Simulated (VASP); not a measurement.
# Ag (Fd-3m) in VASP: notebook

Ag is run at these levels: PBE; tasks: relaxation of cell and atoms, single point.

All numbers are computed with VASP 6.6.1; they aren't measurements. Logs are shortened: lines on timing, memory, paths and dates and some standing lists are left out, and cuts for length are marked.

**1. The cell of the first run**

The structure is cubic, space group Fd-3m (No. 227). The conventional cell has a = 5.690 Å, b = 5.690 Å, c = 5.690 Å, α = 90.00°, β = 90.00°, γ = 90.00°. Ag (site symmetry -43m) has 4 Ag at 2.46 Å within 3.3 Å.

This isn't the form of Ag at room conditions, which is fcc.

**2. Relaxation of cell and atoms, PBE**

File INCAR:

```
SYSTEM = Ag
  PREC = Accurate
  ENCUT = 600
  EDIFF = 1E-7
  ISMEAR = -1
  SIGMA = 0.1
  LREAL = .False.
  LASPH = .True.
  NELM = 60
  ALGO = Normal
  ISIF = 3
  LWAVE = .False.
  LCHARG = .False.
  GGA = PE
  IBRION = 2
  NSW = 80
  EDIFFG = -0.01
```

File KPOINTS:

```
Automatic mesh
0
Gamma
  10 10 10
  0 0 0
```

File POSCAR:

```
Ag
1.0
    0.0000000000      2.8449690438      2.8449690438
    2.8449690438      0.0000000000      2.8449690438
    2.8449690438      2.8449690438      0.0000000000
Ag
2
Direct
    0.1250000000      0.1250000000      0.1250000000
    0.8750000000      0.8750000000      0.8750000000
```

Potentials or basis: VASP PAW PBE potentials, release 64 (Ag).

Launch:

```console
$ cat potpaw_PBE.64/Ag/POTCAR > POTCAR
$ mpirun -np 1 vasp_std > vasp.out
```

OUTCAR:

```text
SYSTEM = Ag
   PREC = Accurate
   ENCUT = 600
   EDIFF = 1E-7
   ISMEAR = -1
   LREAL = .False.
   LASPH = .True.
   NELM = 60
   ISIF = 3
   GGA = PE
   IBRION = 2
   NSW = 80
   EDIFFG = -0.01

 ion  position               nearest neighbor table
   1  0.125  0.125  0.125-   2 2.46   2 2.46   2 2.46   2 2.46
   2  0.875  0.875  0.875-   1 2.46   1 2.46   1 2.46   1 2.46

  LATTYP: Found a face centered cubic cell.
 ALAT       =     5.6899380876

  Lattice vectors:

 A1 = (   0.0000000000,   2.8449690438,   2.8449690438)
 A2 = (   2.8449690438,   0.0000000000,   2.8449690438)
 A3 = (   2.8449690438,   2.8449690438,   0.0000000000)

Analysis of symmetry for initial positions (statically):
=====================================================================
 Subroutine PRICEL returns:
 Original cell was already a primitive cell.

 Routine SETGRP: Setting up the symmetry group for a
 face centered cubic supercell.

 Subroutine GETGRP returns: Found 48 space group operations
 (whereof 12 operations were pure point group operations)
 out of a pool of 48 trial point group operations.

The static configuration has the point symmetry D_3d.
 The point group associated with its full space group is O_h .

Analysis of symmetry for dynamics (positions and initial velocities):
=====================================================================
 Subroutine PRICEL returns:
 Original cell was already a primitive cell.

 Routine SETGRP: Setting up the symmetry group for a
 face centered cubic supercell.

 Subroutine GETGRP returns: Found 48 space group operations
 (whereof 12 operations were pure point group operations)
 out of a pool of 48 trial point group operations.

The dynamic configuration has the point symmetry D_3d.
 The point group associated with its full space group is O_h .

 Subroutine INISYM returns: Found 48 space group operations
 (whereof 12 operations are pure point group operations),
 and found     1 'primitive' translations

----------------------------------------------------------------------------------------

                                     Primitive cell

  volume of cell :      46.0535

  direct lattice vectors                    reciprocal lattice vectors
     0.000000000  2.844969044  2.844969044    -0.175748837  0.175748837  0.175748837
     2.844969044  0.000000000  2.844969044     0.175748837 -0.175748837  0.175748837
     2.844969044  2.844969044  0.000000000     0.175748837  0.175748837 -0.175748837

  length of vectors
     4.023393806  4.023393806  4.023393806     0.304405915  0.304405915  0.304405915

  position of ions in fractional coordinates (direct lattice)
     0.125000000  0.125000000  0.125000000
     0.875000000  0.875000000  0.875000000

  ion indices of the primitive-cell ions
   primitive index   ion index
                 1           1
                 2           2

[... 70 lines left out ...]
   NELM   =     60;   NELMIN=  2; NELMDL= -5     # of ELM steps
   EDIFF  = 0.1E-06   stopping-criterion for ELM
   LREAL  =      F    real-space projection
   EDIFFG = -.1E-01   stopping-criterion for IOM
   NSW    =     80    number of steps for IOM
   IBRION =      2    ionic relax: 0-MD 1-quasi-New 2-CG
   NFREE  =      1    steps in history (QN), initial steepest desc. (CG)
   ISIF   =      3    stress and relaxation
   ISYM   =      2    0-nonsym 1-usesym 2-fastsym
   POTIM  = 0.5000    time-step for ionic-motion
   TEBEG  =    0.0;   TEEND  =   0.0 temperature during run
   PSTRESS=    0.0 pullay stress
   NELECT =      22.0000    total number of electrons
   NUPDOWN=      -1.0000    fix difference up-down
   EMIN   =  10.00;   EMAX   =-10.00  energy-range for DOS
   EFERMI =   0.00;   METHOD = LEGACY
   ISMEAR =    -1;   SIGMA  =   0.10  broadening in eV -4-tet -1-fermi 0-gaus
   EFERMI_NEDOS =   21; number of points for ismear=-14 and -15
   IALGO  =     38    algorithm
   IMIX   =      4    mixing-type and parameters
     AMIX     =   0.40;   BMIX     =  1.00
     AMIX_MAG =   1.60;   BMIX_MAG =  1.00
  volume/ion in A,a.u.               =      23.03       155.39
  Fermi-wavevector in a.u.,A,eV,Ry     =   1.279759  2.418394 22.283391  1.637783
  Thomas-Fermi vector in A             =   2.412226
   LORBIT       =      0    0 simple, 1 ext, 2 COOP (PROOUT), +10 PAW based schemes
   GGA     = PE    functional components
   LHFCALC =     F    Hartree Fock is set to
   AEXX    =    0.0000 exact exchange contribution
   IVDW    =     0    specifies the selected vdW correction
   LEPSILON=     F    determine dielectric tensor
   LRPA    =     F    only Hartree local field effects (RPA)
 conjugate gradient relaxation of ions
 non-spin polarized calculation
  energy-cutoff  :      600.00
  volume of cell :       46.05
 maximum number of plane-waves:      1572
   NGX = 17   NGY = 17   NGZ = 17

--------------------------------------- Ionic step        1  -------------------------------------------

 number of electron      21.9999998 magnetization

 Free energy of the ion-electron system (eV)
  ---------------------------------------------------
  ext. energy  EPLUGINS =         0.00000000
  ---------------------------------------------------
  free energy    TOTEN  =        -3.33447163 eV

  energy without entropy =       -3.31736230  energy(sigma->0) =       -3.32591696

 E-fermi :   5.0139     XC(G=0): -10.1949

 val. band max:        4.8597150902   @ k =  -0.3000   0.4000   0.1000
 cond. band min:       5.0683847623   @ k =  -0.3000   0.4000   0.2000
 fundamental gap:      0.2086696720
 Fermi energy:         5.0138699354

 k-point     1 :       0.0000    0.0000    0.0000
  band No.  band energies     occupation
      1      -0.9455      2.00000
      2      -0.4925      2.00000
      3      -0.4925      2.00000
      4      -0.4200      2.00000
      5      -0.4200      2.00000
      6      -0.4200      2.00000
      7       1.4048      2.00000
      8       1.4048      2.00000
      9       1.4048      2.00000
     10       2.3547      2.00000
     11       2.3547      2.00000
     12      15.3876      0.00000
     13      15.3876      0.00000
     14      15.3876      0.00000
[... 522 lines left out ...]
--------------------------------------- Ionic step        4  -------------------------------------------

 number of electron      22.0000007 magnetization

 Free energy of the ion-electron system (eV)
  ---------------------------------------------------
  ext. energy  EPLUGINS =         0.00000000
  ---------------------------------------------------
  free energy    TOTEN  =        -3.87970329 eV

  energy without entropy =       -3.86120417  energy(sigma->0) =       -3.87045373

 E-fermi :   2.6284     XC(G=0):  -8.8385

 val. band max:        2.5235727927   @ k =   0.5000   0.1000   0.0000
 cond. band min:       2.7496558288   @ k =   0.5000   0.5000   0.0000
 fundamental gap:      0.2260830360
 Fermi energy:         2.6283899672

 k-point     1 :       0.0000    0.0000    0.0000
  band No.  band energies     occupation
      1      -2.0000      2.00000
      2      -1.8237      2.00000
      3      -1.8237      2.00000
      4      -1.8237      2.00000
      5      -1.8218      2.00000
      6      -1.8218      2.00000
      7      -0.5765      2.00000
      8      -0.5765      2.00000
      9      -0.5765      2.00000
     10      -0.0299      2.00000
     11      -0.0299      2.00000
     12      11.0983      0.00000
     13      11.0983      0.00000
     14      11.0983      0.00000
[... 444 lines left out ...]
  FREE ENERGIE OF THE ION-ELECTRON SYSTEM (eV)
  ---------------------------------------------------
  free  energy   TOTEN  =        -3.8797032857 eV

  energy  without entropy=       -3.8612041712  energy(sigma->0) =       -3.87045373

 reached required accuracy - stopping structural energy minimisation
```

OSZICAR:

```text
N       E                     dE             d eps       ncg     rms          rms(c)
DAV:   1     0.127386669362E+03    0.12739E+03   -0.12357E+04  1410   0.155E+03
DAV:   2    -0.200432547874E+01   -0.12939E+03   -0.12421E+03  1480   0.293E+02
[... 34 lines left out ...]
DAV:   1    -0.391168139706E+01   -0.32377E-01   -0.52704E-01  1473   0.788E+00    0.122E+00
DAV:   2    -0.388045333223E+01    0.31228E-01   -0.11975E-01  1494   0.350E+00    0.359E-01
DAV:   3    -0.387990126104E+01    0.55207E-03   -0.14406E-03  1473   0.307E-01    0.250E-01
DAV:   4    -0.387970271935E+01    0.19854E-03   -0.32221E-04  1473   0.138E-01    0.161E-02
DAV:   5    -0.387970359627E+01   -0.87692E-06   -0.50180E-05  1564   0.670E-02    0.930E-03
DAV:   6    -0.387970333947E+01    0.25680E-06   -0.98506E-06  1585   0.326E-02    0.144E-03
DAV:   7    -0.387970328573E+01    0.53742E-07   -0.36525E-07  1487   0.593E-03
   4 F= -.38797033E+01 E0= -.38704537E+01  d E =-.545232E+00
```

It took 50 s on 1 thread of AMD EPYC 9R45 (Zen 5), shared host; peak memory 0.17 GiB.

Results:

```yaml
Free_energy: -3.8797 eV
Relaxed_volume: 30.03 Å³/atom
Relaxed_cell: a = 4.396 Å, b = 4.396 Å, c = 4.396 Å, α = 60.00°, β = 60.00°, γ = 60.00°
Space_group_after_relaxing_to_0.1_Å: Fd-3m (No. 227)
Energy_gained_by_relaxing: 272.6 meV/atom
Ionic_steps: 4
Pressure_after_relaxing: 0.0 GPa
Band_gap_on_the_k_mesh: zero (bands 11 and 12 overlap by 0.93 eV)
```

The path:
| step | energy change (eV) | largest force (eV/Å) | pressure (GPa) | volume (Å³) |
| --- | --- | --- | --- | --- |
| 1 | 0.0000 | 0.0000 | 16.82 | 46.05 |
| 2 | -0.5224 | 0.0000 | -1.64 | 64.12 |
| 3 | -0.5448 | 0.0000 | 0.26 | 59.47 |
| 4 | -0.5452 | 0.0000 | -0.05 | 60.05 |

Final structure:
```
Ag
1.0
     0.00000    3.10817    3.10817
     3.10817    0.00000    3.10817
     3.10817    3.10817    0.00000
Ag
2
Direct
  0.12500 0.12500 0.12500
  0.87500 0.87500 0.87500
```

Caveat: the volume moved by over 15 % at a fixed basis, so the end points are rough.

**3. Single point, PBE (31.19 Å³/atom)**

This run uses another cell than the first one, of 31.19 Å³/atom.

File INCAR:

```
SYSTEM = Ag
PREC = Accurate
ENCUT = 520
EDIFF = 1E-7
ISMEAR = -1
SIGMA = 0.1
LREAL = .False.
LASPH = .True.
NELM = 60
ALGO = Normal
ISIF = 2
LWAVE = .False.
LCHARG = .False.
GGA = PE
NBANDS = 18
```

File KPOINTS:

```
Automatic mesh
0
Gamma
  14 14 14
  0 0 0
```

File POSCAR:

```
Ag
1.0
    0.0000000000      3.1478096294      3.1478096294
    3.1478096294      0.0000000000      3.1478096294
    3.1478096294      3.1478096294      0.0000000000
Ag
2
Direct
    0.1250000000      0.1250000000      0.1250000000
    0.8750000000      0.8750000000      0.8750000000
```

Potentials or basis: VASP PAW PBE potentials, release 64 (Ag).

Launch:

```console
$ cat potpaw_PBE.64/Ag/POTCAR > POTCAR
$ mpirun -np 1 vasp_std > vasp.out
```

It took 54 s on 1 thread of AMD EPYC 9R45 (Zen 5), shared host; peak memory 0.23 GiB.

It converged, with:

```yaml
Free_energy: -3.8778 eV
Pressure: -1.0 GPa
Band_gap_on_the_k_mesh: zero (bands 11 and 12 overlap by 0.83 eV)
```

Levels at points of the mesh, in eV from the Fermi level:
| k point | band 7 | band 8 | band 9 | band 10 | band 11 | band 12 | band 13 | band 14 | band 15 | band 16 |
| --- | --- | --- | --- | --- | --- | --- | --- | --- | --- | --- |
| (0.00, 0.00, 0.00) | -3.18 | -3.18 | -3.18 | -2.68 | -2.68 | 8.21 | 8.21 | 8.21 | 8.97 | 8.97 |
| (0.50, 0.00, 0.00) | -3.09 | -3.09 | -2.71 | -2.71 | -0.95 | -0.46 | 5.97 | 5.97 | 8.63 | 9.13 |
| (0.50, 0.50, 0.00) | -3.42 | -3.42 | -2.61 | -2.61 | 0.09 | 0.09 | 3.46 | 3.46 | 6.81 | 6.81 |

**4. Single point, PBE (32.39 Å³/atom)**

This run uses another cell than the first one, of 32.39 Å³/atom.

Changes to INCAR since step 3:

```diff
@@ -8,3 +8,3 @@
 LASPH = .True.
-NELM = 60
+NELM = 80
 ALGO = Normal
```

KPOINTS is that of step 3.

File POSCAR:

```
Ag
1.0
    0.0000000000      3.1876595513      3.1876595513
    3.1876595513      0.0000000000      3.1876595513
    3.1876595513      3.1876595513      0.0000000000
Ag
2
Direct
    0.1250000000      0.1250000000      0.1250000000
    0.8750000000      0.8750000000      0.8750000000
```

Launch:

```console
$ cat potpaw_PBE.64/Ag/POTCAR > POTCAR
$ mpirun -np 1 vasp_std > vasp.out
```

Run time: 54 s. Hardware: 1 thread of AMD EPYC 9R45 (Zen 5), shared host; peak memory 0.23 GiB.

It converged, with:

```
Free energy            : -3.8565 eV
Pressure               : -1.9 GPa
Band gap on the k mesh : zero (bands 11 and 12 overlap by 0.72 eV)
```

Levels at points of the mesh, in eV from the Fermi level:
```csv
k point,band 8,band 9,band 10,band 11,band 12,band 13,band 14,band 15
"(0.00, 0.00, 0.00)",-3.15,-3.15,-2.69,-2.69,7.98,7.98,7.98,8.77
"(0.50, 0.00, 0.00)",-3.07,-2.72,-2.72,-0.98,-0.38,5.83,5.83,8.32
"(0.50, 0.50, 0.00)",-3.37,-2.63,-2.63,0.07,0.07,3.43,3.43,6.66
```

**5. Single point, PBE (33.59 Å³/atom)**

This run uses another cell than the first one, of 33.59 Å³/atom.

File INCAR:

```
SYSTEM = Ag
PREC = Accurate
ENCUT = 520
EDIFF = 1E-7
ISMEAR = -1
SIGMA = 0.1
LREAL = .FALSE.
LASPH = .TRUE.
NELM = 80
ALGO = Normal
ISIF = 2
LWAVE = .FALSE.
LCHARG = .FALSE.
GGA = PE
NBANDS = 18
```

File KPOINTS:

```
regular mesh
0
G
  14 14 14
  0 0 0
```

File POSCAR:

```
Ag
1.0
    0.0000000000      3.2265372799      3.2265372799
    3.2265372799      0.0000000000      3.2265372799
    3.2265372799      3.2265372799      0.0000000000
Ag
2
Direct
    0.1250000000      0.1250000000      0.1250000000
    0.8750000000      0.8750000000      0.8750000000
```

Launch:

```console
$ cat potpaw_PBE.64/Ag/POTCAR > POTCAR
$ mpirun -np 1 vasp_std > vasp.out
```

Run time: 54 s. Hardware: 1 thread of AMD EPYC 9R45 (Zen 5), shared host; peak memory 0.23 GiB.

The run converged. Its results:

| Item | Value |
| --- | --- |
| Free energy | -3.8244 eV |
| Pressure | -2.5 GPa |
| Band gap on the k mesh | zero (bands 11 and 12 overlap by 0.61 eV) |

Levels at points of the mesh, in eV from the Fermi level:
| k point | band 7 | band 8 | band 9 | band 10 | band 11 | band 12 | band 13 | band 14 | band 15 | band 16 |
| --- | --- | --- | --- | --- | --- | --- | --- | --- | --- | --- |
| (0.00, 0.00, 0.00) | -3.13 | -3.13 | -3.13 | -2.70 | -2.70 | 7.76 | 7.76 | 7.76 | 8.57 | 8.57 |
| (0.50, 0.00, 0.00) | -3.06 | -3.06 | -2.73 | -2.73 | -1.01 | -0.31 | 5.70 | 5.70 | 8.02 | 8.96 |
| (0.50, 0.50, 0.00) | -3.33 | -3.33 | -2.64 | -2.64 | 0.05 | 0.05 | 3.40 | 3.40 | 6.52 | 6.52 |

**6. Overview**

| task | cell | k mesh | cutoff (eV) | gap on the mesh (eV) | pressure (GPa) |
| --- | --- | --- | --- | --- | --- |
| relaxation of cell and atoms | relaxed from a = 4.023 Å, angles 60.0°, 2 atoms | 10 × 10 × 10 | 600 | none | 0.0 |
| single point | a = 4.452 Å, angles 60.0°, 2 atoms | 14 × 14 × 14 | 520 | none | -1.0 |
| single point | a = 4.508 Å, angles 60.0°, 2 atoms | 14 × 14 × 14 | 520 | none | -1.9 |
| single point | a = 4.563 Å, angles 60.0°, 2 atoms | 14 × 14 × 14 | 520 | none | -2.5 |

Alike in all rows: level PBE; potentials or basis VASP PAW PBE potentials, release 64 (Ag); no spin polarisation; smearing fermi-dirac 0.1 eV.

Caveats: the volume moved by over 15 % at a fixed basis, so the end points are rough (at least some runs).

Total energies depend on the potentials used, so only differences within one code and one set of settings carry meaning.
